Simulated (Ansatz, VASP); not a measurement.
**Two plane-wave programs on Hf**

File INCAR:

```
SYSTEM = Hf
PREC = Accurate
ENCUT = 520
EDIFF = 1E-6
ISMEAR = -1
SIGMA = 0.1
LREAL = .False.
LASPH = .True.
NELM = 100
ALGO = Normal
ISIF = 2
LWAVE = .False.
LCHARG = .False.
NBANDS = 17
```

The input KPOINTS:

```
regular mesh
0
Gamma
  6 6 3
  0 0 0
```

POSCAR

```
Hf
1.0
    3.1183974891      0.0000000000      0.0000000000
   -1.5591987445      2.7006114446      0.0000000000
    0.0000000000      0.0000000000      4.9475473504
Hf
2
Direct
    0.3333333333      0.6666666667      0.2500000000
    0.6666666667      0.3333333333      0.7500000000
```

Input for Ansatz:

```yaml
crystal:
  lattice:
    - [3.1183974891, 0.0, 0.0]
    - [-1.5591987445, 2.7006114446, 0.0]
    - [0.0, 0.0, 4.9475473504]
  atoms:
    - { symbol: Hf, position: [0.3333333333, 0.6666666667, 0.25] }
    - { symbol: Hf, position: [0.6666666667, 0.3333333333, 0.75] }
hamiltonian:
  xc: lda
  pseudopotentials:
    kind: paw
    azcp:
      Hf: "pseudopotentials/Hf.paw.azcp"
basis:
  ecutwfc: 420
  fft_grid_basis: typed
kpoints:
  mp_grid: { grid: [6, 6, 3], shift: [0, 0, 0] }
magnetization:
  spin_polarized: false
scf:
  occupations: { method: fermi_dirac, width: 0.1 }
  lower_state_search: "off"
output:
  stress: true
```

Alike in both runs: task single point; functional LDA; k mesh 6 × 6 × 3; occupations fermi-dirac, width 0.1 eV; no spin polarisation.

|  | VASP | Ansatz |
| --- | --- | --- |
| version | VASP 6.6.1 | Ansatz 0.2.0 |
| potentials or method | VASP PAW LDA potentials, release 64 (Hf_pv), cutoff 520 eV | plane waves (420 eV) with PAW, scalar-relativistic |
| valence electrons in the cell | 20 | 52 |

VASP gave:

| Property | Result |
| --- | --- |
| pressure (GPa) | 0.7 |
| traceless stress, the component that is largest in VASP (GPa) | -0.13 |

Q: Which values does Ansatz return?

A: Pressure (GPa): 0.6; traceless stress, the component that is largest in VASP (GPa): -0.06.

Ansatz warns that its potentials were made for another functional, while VASP's fit it. LDA's correlation is that of Perdew and Zunger in VASP and of Perdew and Wang (1992) in Ansatz. VASP's potentials hold 20 valence electrons a cell and Ansatz's 52, so a difference there can come from the potentials and not from the codes.

The k mesh is coarse, so the values compare programs but aren't converged. Spin-orbit coupling is off throughout.
